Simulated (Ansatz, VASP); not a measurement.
## Ru: VASP beside Ansatz

Contents of POSCAR:

```
Ru
1.0
    2.6999990271      0.0000000000      0.0000000000
   -1.3499995136      2.3382677476      0.0000000000
    0.0000000000      0.0000000000      4.2767984589
Ru
2
Direct
    0.3333333333      0.6666666667      0.7500000000
    0.6666666667      0.3333333333      0.2500000000
```

Contents of INCAR.step1:

```
SYSTEM = Ru
  PREC = Accurate
  ENCUT = 620
  ISMEAR = 0
  SIGMA = 0.05
  LREAL = .FALSE.
  LASPH = .TRUE.
  NELM = 120
  NBANDS = 23
  GGA = PE
  ALGO = Normal
  EDIFF = 1E-5
  LWAVE = .TRUE.
  LCHARG = .FALSE.
  GGA_COMPAT = .FALSE.
```

The input INCAR.step2:

```
SYSTEM = Ru
  PREC = Accurate
  ENCUT = 620
  EDIFF = 1E-6
  ISMEAR = 0
  SIGMA = 0.05
  LREAL = .FALSE.
  LASPH = .TRUE.
  NELM = 120
  ALGO = Normal
  ISIF = 2
  LWAVE = .FALSE.
  LCHARG = .TRUE.
  METAGGA = R2SCAN
  LMIXTAU = .TRUE.
  LELF = .TRUE.
  LVHAR = .TRUE.
  NBANDS = 23
  ISTART = 1
  GGA_COMPAT = .FALSE.
```

KPOINTS

```
regular mesh
0
G
  14 14 8
  0 0 0
```

Input for Ansatz:

```yaml
crystal:
  lattice:
    - [2.6999990271, 0.0, 0.0]
    - [-1.3499995136, 2.3382677476, 0.0]
    - [0.0, 0.0, 4.2767984589]
  atoms:
    - { symbol: Ru, position: [0.3333333333, 0.6666666667, 0.75] }
    - { symbol: Ru, position: [0.6666666667, 0.3333333333, 0.25] }
basis:
  ecutwfc: 500
  ecutrho_ratio: 4
kpoints:
  mp_grid: { grid: [14, 14, 8] }
hamiltonian:
  xc: r2scan
scf:
  occupations: { method: gaussian, width: 0.05 }
output:
  forces: true
  stress: true
  eigenvalues: true
  eigenstates:
    nscf_kmesh: { grid: [26, 26, 14] }
    de_dk: true
    e_range: [-2.5, 2.5]
  write_density: true
  write_potential: true
  elf: true
  volumetric_format: npy
```

Alike in both runs: task single point; functional r2SCAN; k mesh 14 × 14 × 8; occupations gaussian, width 0.05 eV; no spin polarisation.

|  | VASP | Ansatz |
| --- | --- | --- |
| version | VASP 6.6.1 | Ansatz 0.2.0 |
| potentials or method | VASP PAW PBE potentials, release 64 (Ru_sv), cutoff 620 eV | scalar-relativistic, plane waves, PAW |
| valence electrons in the cell | 32 | 32 |

Ansatz gave:

- gap on the k mesh at the Fermi level (eV): none
- pressure (GPa): -0.2
- traceless stress, the component that is largest in VASP (GPa): -1.99

Problem. Estimate VASP's values.

Solution. gap on the k mesh at the Fermi level (eV): none; pressure (GPa): -0.1; traceless stress, the component that is largest in VASP (GPa): -1.98.

VASP's potentials were made for PBE, not for r2SCAN. A gap of «none» marks a metal or a gap that the smearing closes.
